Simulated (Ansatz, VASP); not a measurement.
TaN: VASP beside Ansatz

File INCAR:

```
SYSTEM = TaN
PREC = Accurate
ENCUT = 520
EDIFF = 1E-8
ISMEAR = -1
SIGMA = 0.01
LREAL = .FALSE.
LASPH = .TRUE.
NELM = 80
ALGO = Normal
ISIF = 2
LWAVE = .FALSE.
LCHARG = .FALSE.
GGA = PS
LEFG = .TRUE.
NBANDS = 24
```

KPOINTS

```
regular mesh
0
G
  9 9 5
  0 0 0
```

File POSCAR:

```
TaN
1.0
    3.0702003619      0.0000000000      0.0000000000
   -1.5351001810      2.6588715082      0.0000000000
    0.0000000000      0.0000000000      4.9727161852
Ta N
2 2
Direct
    0.3333333333      0.6666666667      0.0000000000
    0.6666666667      0.3333333333      0.5000000000
    0.3333333333      0.6666666667      0.3850000000
    0.6666666667      0.3333333333      0.8850000000
```

Input for Ansatz:

```yaml
crystal:
  lattice:
    - [3.0702003619, 0.0, 0.0]
    - [-1.535100181, 2.6588715082, 0.0]
    - [0.0, 0.0, 4.9727161852]
  atoms:
    - { symbol: Ta, position: [0.3333333333, 0.6666666667, 0.0] }
    - { symbol: Ta, position: [0.6666666667, 0.3333333333, 0.5] }
    - { symbol: "N", position: [0.3333333333, 0.6666666667, 0.385] }
    - { symbol: "N", position: [0.6666666667, 0.3333333333, 0.885] }
kpoints:
  mp_grid: { grid: [9, 9, 5] }
scf:
  occupations: { method: fermi_dirac, width: 0.01 }
hamiltonian:
  xc: pbesol
  pseudopotentials: { kind: all_electron, datasets: crystal }
output:
  forces: true
  stress: true
  eigenvalues: true
  efg: { contact_densities: true }
```

Change from the starting cell: volume scaled by 1.02, crystal datasets.

Alike in both runs: task electric field gradients; functional PBEsol; k mesh 9 × 9 × 5; occupations fermi-dirac, width 0.01 eV; no spin polarisation.

|  | VASP | Ansatz |
| --- | --- | --- |
| version | VASP 6.6.1 | Ansatz 0.2.0 |
| potentials or method | VASP PAW PBE potentials, release 64 (Ta_pv, N), cutoff 520 eV | all-electron PAW with datasets made for the crystal, scalar-relativistic |

```tsv
	VASP	Ansatz	Ansatz less VASP
pressure (GPa)	115.6	110.4	-5.23
traceless stress, the component that is largest in VASP (GPa)	-15.36	-14.72	+0.639
rms of the force components (eV/Å)	1.308	1.278	-0.0298
size of Vzz on the site where it differs most (V/Å²)	119.9	116.0	-3.83
```

VASP's potentials were made for PBE, not for PBEsol. Atom by atom the forces differ by 0.030 eV/Å (rms over components). Both programs put the cell under a high pressure, so it lies far from rest at this level. Ansatz ran all-electron here, and VASP with PAW potentials.

Spin-orbit coupling is off throughout. Noted on VASP's run: the cell as given lies far from equilibrium.
